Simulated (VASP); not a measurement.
## Na2S: single point with PBE

The system is Na2S.

```xyz
3
Lattice="0.0000 3.1470 3.1470 3.1470 0.0000 3.1470 3.1470 3.1470 0.0000" Properties=species:S:1:pos:R:3 pbc="T T T"
Na    1.5735    1.5735    1.5735
Na    4.7205    4.7205    4.7205
S     0.0000    0.0000    0.0000
```

* Program: VASP 6.6.1
* Task: single point
* Functional: PBE
* Potentials or basis: VASP PAW PBE potentials, release 64 (Na_pv, S)
* Cutoff: 500 eV
* k mesh: 8 × 8 × 8
* Occupations: gaussian, width 0.02 eV
* Spin: no spin polarisation

| Item | Value |
| --- | --- |
| Pressure | 4.8 GPa |
| Band gap on the k mesh | 2.89 eV |

Levels at points of the mesh, in eV from the valence-band top:
```
           k point  band 7  band 8  band 9  band 10  band 11  band 12  band 13  band 14
(0.00, 0.00, 0.00)  -10.32    0.00    0.00     0.00     2.89     8.15     8.15     8.15
(0.50, 0.00, 0.00)   -9.98   -1.84   -0.14    -0.14     5.29     6.92     7.41     7.41
(0.50, 0.50, 0.00)   -9.88   -1.64   -0.50    -0.50     3.89     6.36     9.43    10.55
```

Wall time 24 s on 1 thread of Intel(R) Xeon(R) Platinum 8488C (Sapphire Rapids), with other jobs on the host, peak memory 0.18 GiB.

Caveat: the cell stands under pressure. Expect the measured gap to be larger: semilocal functionals such as PBE lack the derivative discontinuity.
